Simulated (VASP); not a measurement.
CdSe: single point with PBE-based global hybrid with 35 % exact exchange

Crystal: CdSe.

```xyz
2
Lattice="0.0000 3.0703 3.0703 3.0703 0.0000 3.0703 3.0703 3.0703 0.0000" Properties=species:S:1:pos:R:3 pbc="T T T"
Cd    0.0000    0.0000    0.0000
Se    1.5351    1.5351    1.5351
```

- Program: VASP 6.6.1
- Task: single point
- Functional: PBE-based global hybrid with 35 % exact exchange
- Potentials or basis: VASP PAW PBE potentials, release 64 (Cd, Se)
- Cutoff: 520 eV
- k mesh: 4 × 4 × 4
- Occupations: fermi-dirac, width 0.05 eV
- Spin: no spin polarisation

- Pressure: -0.4 GPa
- Band gap on the k mesh: 2.88 eV

Levels at points of the mesh, in eV from the valence-band top:
| k point | band 6 | band 7 | band 8 | band 9 | band 10 | band 11 | band 12 | band 13 |
| --- | --- | --- | --- | --- | --- | --- | --- | --- |
| (0.00, 0.00, 0.00) | -9.25 | 0.00 | 0.00 | 0.00 | 2.88 | 8.45 | 8.45 | 8.45 |
| (0.50, 0.00, 0.00) | -8.92 | -4.67 | -0.78 | -0.78 | 4.77 | 8.92 | 8.92 | 9.87 |
| (0.50, 0.50, 0.00) | -8.83 | -4.35 | -1.95 | -1.95 | 5.33 | 6.16 | 11.73 | 13.03 |

It took 11 min on 1 thread of Intel(R) Xeon(R) Platinum 8375C CPU @ 2.90GHz (Ice Lake) (shared host), peak memory 0.2 GiB.

Caveat: the k points lie up to 0.44 Å⁻¹ apart; the PAW data sets were made with another functional, which shifts forces and pressure a little.
